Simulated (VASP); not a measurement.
Runs of VASP 6.6.1 on Te. The structure is that of space group Fm-3m (No. 225), or close to it. The cells are those of the table. This isn't the form of Te at room conditions, which is trigonal, of chains.

```tsv
task	spin	cell	k mesh	cutoff (eV)	gap on the mesh (eV)	pressure (GPa)
single point	off	a = 3.510 Å, angles 60.0°, 1 atom	18 × 18 × 18	520	none	-3.5
single point	off	a = 3.467 Å, angles 60.0°, 1 atom	18 × 18 × 18	520	none	(a)
single point	off	a = 3.421 Å, angles 60.0°, 1 atom	11 × 11 × 11	520	none	-0.1
single point	off	a = 3.328 Å, angles 60.0°, 1 atom	18 × 18 × 18	520	none	5.3
relaxation of cell and atoms	off	relaxed from a = 3.442 Å, angles 60.0°, 1 atom	11 × 11 × 11	600	none	0.0
single point	off	a = 3.553 Å, angles 60.0°, 1 atom	18 × 18 × 18	520	none	(b)
single point	off	a = 3.375 Å, angles 60.0°, 1 atom	18 × 18 × 18	520	none	2.3
single point	off	a = 3.421 Å, angles 60.0°, 1 atom	18 × 18 × 18	520	none	-0.1
single point	non-collinear, zero start, SOC	a = 3.421 Å, angles 60.0°, 1 atom	11 × 11 × 11	520	-	0.4
single point	off	a = 3.279 Å, angles 60.0°, 1 atom	18 × 18 × 18	520	none	9.1
```

Alike in all rows: level PBE; potentials or basis VASP PAW PBE potentials, release 64 (Te); smearing fermi-dirac 0.1 eV.

Q: Estimate the missing entries.

A: (a) -2.0; (b) -4.6.

Caveats: spin-orbit coupling is left out, which moves the levels of the heavy elements (at least some runs); the cell stands under tension (at least some runs); the cell stands under pressure (at least some runs).

A k mesh can miss the band edges, and rows without SOC leave out spin-orbit coupling on Te.

A gap of «none» marks levels without a gap at the run's occupations.
